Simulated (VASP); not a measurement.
# CO2 (P2_1/c) in VASP: further runs, part 2 of 2

VASP 6.6.1. Earlier steps stand in the parts before.

## 3. Single point, PBE (engineering shear strain xz -0.0750, normal strain along z -0.0400)

INCAR

```
SYSTEM = CO2
  PREC = Accurate
  ENCUT = 520
  EDIFF = 1E-7
  ISMEAR = 0
  SIGMA = 0.05
  LREAL = .False.
  LASPH = .True.
  NELM = 60
  ALGO = Normal
  ISIF = 2
  LWAVE = .False.
  LCHARG = .False.
  GGA = PE
  NBANDS = 44
```

KPOINTS

```
Automatic mesh
0
Gamma
  4 4 4
  0 0 0
```

POSCAR

```
CO2
1.0
    6.0577362522      0.0000000000     -0.2271651095
    0.0000000000      6.0577362522      0.0000000000
   -0.2271651095      0.0000000000      5.8154268021
C O
4 8
Direct
    0.0000000000      0.0000000000      0.0000000000
    0.5000000000      0.0000000000      0.5000000000
    0.5000000000      0.5000000000      0.0000000000
    0.0000000000      0.5000000000      0.5000000000
    0.1114834447      0.1114834447      0.1114834447
    0.3885165553      0.8885165553      0.6114834447
    0.6114834447      0.3885165553      0.8885165553
    0.8885165553      0.6114834447      0.3885165553
    0.8885165553      0.8885165553      0.8885165553
    0.6114834447      0.1114834447      0.3885165553
    0.3885165553      0.6114834447      0.1114834447
    0.1114834447      0.3885165553      0.6114834447
```

Potentials or basis: VASP PAW PBE potentials, release 64 (C, O).

Started as:

```console
$ cat potpaw_PBE.64/C/POTCAR potpaw_PBE.64/O/POTCAR > POTCAR
$ mpirun -np 1 vasp_std > vasp.out
```

OUTCAR:

```text
SYSTEM = CO2
   PREC = Accurate
   ENCUT = 520
   EDIFF = 1E-7
   ISMEAR = 0
   LREAL = .False.
   LASPH = .True.
   NELM = 60
   ISIF = 2
   GGA = PE

 ion  position               nearest neighbor table
   1  0.000  0.000  0.000-   5 1.13   9 1.13
   2  0.500  0.000  0.500-   6 1.18  10 1.18
   3  0.500  0.500  0.000-   7 1.18  11 1.18
   4  0.000  0.500  0.500-   8 1.13  12 1.13
   5  0.111  0.111  0.111-   1 1.13
   6  0.389  0.889  0.611-   2 1.18
   7  0.611  0.389  0.889-   3 1.18
   8  0.889  0.611  0.389-   4 1.13
   9  0.889  0.889  0.889-   1 1.13
  10  0.611  0.111  0.389-   2 1.18
  11  0.389  0.611  0.111-   3 1.18
  12  0.111  0.389  0.611-   4 1.13

  LATTYP: Found a simple monoclinic cell.
 ALAT       =     5.8198619294
 B/A-ratio  =     1.0408728464
 C/A-ratio  =     1.0416044530
 COS(beta)  =    -0.0764504189

  Lattice vectors:

 A1 = (  -0.2271651095,   0.0000000000,   5.8154268021)
 A2 = (   0.0000000000,  -6.0577362522,   0.0000000000)
 A3 = (   6.0577362522,   0.0000000000,  -0.2271651095)
[... 202 lines left out ...]
 fundamental gap:      6.6922811114
 Fermi energy:        -4.3945909975

 k-point     1 :       0.0000    0.0000    0.0000
  band No.  band energies     occupation
      1     -25.5570      2.00000
      2     -25.5090      2.00000
      3     -24.8076      2.00000
      4     -24.7523      2.00000
      5     -24.5595      2.00000
      6     -24.5431      2.00000
[... 1117 lines left out ...]
     43       4.9583      0.00000
     44       4.9583      0.00000

 [... further k-points ...]
[... 5 lines left out ...]
  --------------------------------------------------------------------------------------
  -------------------------------------------------------------------------------------
  Total        7.6777866      8.4553958      7.2101703      0.0000000      0.0000000     10.2983765
  in kB       57.7272599     63.5738993     54.2113759      0.0000000      0.0000000     77.4307872
  external PRESSURE =      58.5041784 kB  Pullay stress =       0.0000000 kB

 VOLUME and BASIS-vectors are now :
 -----------------------------------------------------------------------------
  energy-cutoff  :      520.00
  volume of cell :      213.09
      direct lattice vectors                 reciprocal lattice vectors
     6.057736252  0.000000000 -0.227165109     0.165320336  0.000000000  0.006457826
     0.000000000  6.057736252  0.000000000     0.000000000  0.165078168  0.000000000
    -0.227165109  0.000000000  5.815426802     0.006457826  0.000000000  0.172208683

 POSITION                                       TOTAL-FORCE (eV/Angst)
 -----------------------------------------------------------------------------------
      0.00000      0.00000      0.00000         0.000000      0.000000      0.000000
      2.91529      0.00000      2.79413         0.000000      0.000000      0.000000
      3.02887      3.02887     -0.11358         0.000000      0.000000      0.000000
     -0.11358      3.02887      2.90771         0.000000      0.000000      0.000000
      0.65001      0.67534      0.62300         3.531930      3.673421      3.407842
      2.21462      5.38240      3.46778         0.456817      0.453837     -0.455849
      3.50237      2.35353      5.02820        -0.456817      0.453837      0.455849
      5.29414      3.70421      2.05755        -3.531930      3.673421     -3.407842
      5.18056      5.38240      4.96526        -3.531930     -3.673421     -3.407842
      3.61595      0.67534      2.12048        -0.456817     -0.453837      0.455849
      2.32821      3.70421      0.56007         0.456817     -0.453837     -0.455849
      0.53643      2.35353      3.53071         3.531930     -3.673421      3.407842
 -----------------------------------------------------------------------------------
    total drift:                               -0.000000      0.000000      0.000000

  FREE ENERGIE OF THE ION-ELECTRON SYSTEM (eV)
  ---------------------------------------------------
  free  energy   TOTEN  =       -91.6748098208 eV

  energy  without entropy=      -91.6748098208  energy(sigma->0) =      -91.67480982
```

OSZICAR:

```text
N       E                     dE             d eps       ncg     rms          rms(c)
DAV:   1     0.438784850479E+03    0.43878E+03   -0.32467E+04  2648   0.129E+03
DAV:   2    -0.626364221784E+02   -0.50142E+03   -0.48885E+03  3452   0.314E+02
DAV:   3    -0.982428317194E+02   -0.35606E+02   -0.35371E+02  3176   0.889E+01
DAV:   4    -0.987221957796E+02   -0.47936E+00   -0.47653E+00  3120   0.114E+01
DAV:   5    -0.987306963823E+02   -0.85006E-02   -0.84955E-02  3028   0.148E+00    0.197E+01
DAV:   6    -0.922714756901E+02    0.64592E+01   -0.19459E+01  3008   0.228E+01    0.906E+00
DAV:   7    -0.918008473205E+02    0.47063E+00   -0.10447E+00  2992   0.541E+00    0.506E+00
DAV:   8    -0.916867953952E+02    0.11405E+00   -0.73587E-01  3016   0.400E+00    0.118E+00
DAV:   9    -0.916738477935E+02    0.12948E-01   -0.52577E-02  2944   0.122E+00    0.455E-01
DAV:  10    -0.916744971964E+02   -0.64940E-03   -0.11841E-02  3152   0.495E-01    0.937E-02
DAV:  11    -0.916747253581E+02   -0.22816E-03   -0.33927E-04  2968   0.110E-01    0.389E-02
DAV:  12    -0.916748077201E+02   -0.82362E-04   -0.61344E-05  3016   0.481E-02    0.616E-03
DAV:  13    -0.916748098996E+02   -0.21795E-05   -0.40143E-06  3168   0.114E-02    0.220E-03
DAV:  14    -0.916748098208E+02    0.78726E-07   -0.47289E-07  3092   0.429E-03
   1 F= -.91674810E+02 E0= -.91674810E+02  d E =-.181894E-12
```

stdout:

```text
POSCAR found type information on POSCAR C O
 POSCAR found :  2 types and      12 ions
 scaLAPACK will be used
 LDA part: xc-table for (Slater+PW92), standard interpolation
 POSCAR, INCAR and KPOINTS ok, starting setup
 FFT: planning ... GRIDC
 FFT: planning ... GRID_SOFT
 FFT: planning ... GRID
 WAVECAR not read
 entering main loop
```

Wall time 2.2 min (1 thread of Intel Xeon 6975P-C (Granite Rapids), shared host); peak memory 0.43 GiB.

What came out:

| Quantity | Value |
| --- | --- |
| Free energy | -91.6748 eV |
| Pressure | 5.9 GPa |
| Largest force | 6.130 eV/Å |
| Band gap on the k mesh | 6.69 eV |

Forces in eV/Å, atoms in the order of the input:
```
C    0.000  0.000  0.000
C    0.000  0.000  0.000
C    0.000  0.000  0.000
C    0.000  0.000  0.000
O    3.532  3.673  3.408
O    0.457  0.454 -0.456
O   -0.457  0.454  0.456
O   -3.532  3.673 -3.408
O   -3.532 -3.673 -3.408
O   -0.457 -0.454  0.456
O    0.457 -0.454 -0.456
O    3.532 -3.673  3.408
```

Levels at points of the mesh, in eV from the valence-band top:
| k point | band 29 | band 30 | band 31 | band 32 | band 33 | band 34 | band 35 | band 36 |
| --- | --- | --- | --- | --- | --- | --- | --- | --- |
| (0.00, 0.00, 0.00) | -0.17 | -0.12 | -0.06 | 0.00 | 6.69 | 7.97 | 8.04 | 8.27 |
| (0.50, 0.00, 0.00) | -0.21 | -0.18 | -0.12 | -0.04 | 7.84 | 7.89 | 8.03 | 8.22 |
| (0.00, 0.50, 0.00) | -0.19 | -0.19 | -0.08 | -0.08 | 7.94 | 7.94 | 8.09 | 8.09 |
| (0.50, 0.50, 0.00) | -0.20 | -0.20 | -0.17 | -0.17 | 8.04 | 8.04 | 8.09 | 8.09 |
| (0.00, 0.00, 0.50) | -0.19 | -0.19 | -0.09 | -0.09 | 8.03 | 8.03 | 8.10 | 8.10 |
| (0.50, 0.00, 0.50) | -0.19 | -0.19 | -0.16 | -0.16 | 8.04 | 8.04 | 8.07 | 8.07 |
| (0.00, 0.50, 0.50) | -0.20 | -0.20 | -0.17 | -0.17 | 7.91 | 7.91 | 8.40 | 8.40 |
| (0.50, 0.50, 0.50) | -0.19 | -0.19 | -0.16 | -0.16 | 7.97 | 7.97 | 8.31 | 8.31 |

Caveat: the cell differs from its parent crystal (engineering shear strain xz -0.0750, normal strain along z -0.0400); the cell stands under pressure; this functional lacks dispersion, which holds the molecules together, so the pressure and a relaxed volume are unreliable; forces of over 1 eV/Å act on the atoms, so gaps and moduli don't describe the material at rest.
